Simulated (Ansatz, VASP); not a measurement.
# One calculation of ZnS, two programs

INCAR

```
ALGO = Normal
EDIFF = 1E-7
ENCUT = 520
GGA = PE
ISIF = 2
ISMEAR = -1
LASPH = True
LCHARG = True
LELF = True
LREAL = False
LVHAR = True
LWAVE = False
NBANDS = 26
NELM = 100
PREC = Accurate
SIGMA = 0.02
```

Contents of KPOINTS:

```
k-points
0
Gamma
  12 12 6
```

File POSCAR:

```
ZnS
1.0
    3.8109987816      0.0000000000      0.0000000000
   -1.9054993908      3.3004217586      0.0000000000
    0.0000000000      0.0000000000      6.2340000000
Zn S
2 2
Direct
    0.3333333333      0.6666666667      0.0000000000
    0.6666666667      0.3333333333      0.5000000000
    0.3117269403      0.6558634702      0.3887271028
    0.6450602737      0.3225301368      0.8887271028
```

Input for Ansatz:

```yaml
crystal:
  lattice:
    - [3.8109987816, 0.0, 0.0]
    - [-1.9054993908, 3.3004217586, 0.0]
    - [0.0, 0.0, 6.234]
  atoms:
    - { symbol: Zn, position: [0.3333333333, 0.6666666667, 0.0] }
    - { symbol: Zn, position: [0.6666666667, 0.3333333333, 0.5] }
    - { symbol: S, position: [0.3117269403, 0.6558634702, 0.3887271028] }
    - { symbol: S, position: [0.6450602737, 0.3225301368, 0.8887271028] }
basis:
  ecutwfc: 420
kpoints:
  mp_grid: { grid: [12, 12, 6] }
hamiltonian:
  xc: pbe
scf:
  occupations: { method: fermi_dirac, width: 0.02 }
output:
  forces: true
  stress: true
  eigenvalues: true
```

Change from the starting cell: all S atoms moved +0.075 Å, as atom 3 towards its neighbour atom 2 (Zn) at 2.314 Å.

Alike in both runs: task single point; functional PBE; k mesh 12 × 12 × 6; occupations fermi-dirac, width 0.02 eV; no spin polarisation.

|  | VASP | Ansatz |
| --- | --- | --- |
| version | VASP 6.6.1 | Ansatz 0.2.0 |
| potentials or method | VASP PAW PBE potentials, release 64 (Zn, S), cutoff 520 eV | scalar-relativistic, plane waves, PAW |
| valence electrons in the cell | 36 | 36 |

```tsv
	VASP	Ansatz	Ansatz less VASP
gap on the k mesh at the Fermi level (eV)	2.23	2.23	-0.006
least direct gap on the mesh (eV)	2.23	2.23	-0.006
pressure (GPa)	2.8	2.7	-0.19
traceless stress, the component that is largest in VASP (GPa)	-2.01	-1.98	+0.032
rms of the force components (eV/Å)	0.398	0.395	-0.0031
```

Atom by atom the forces differ by 0.003 eV/Å (rms over components).
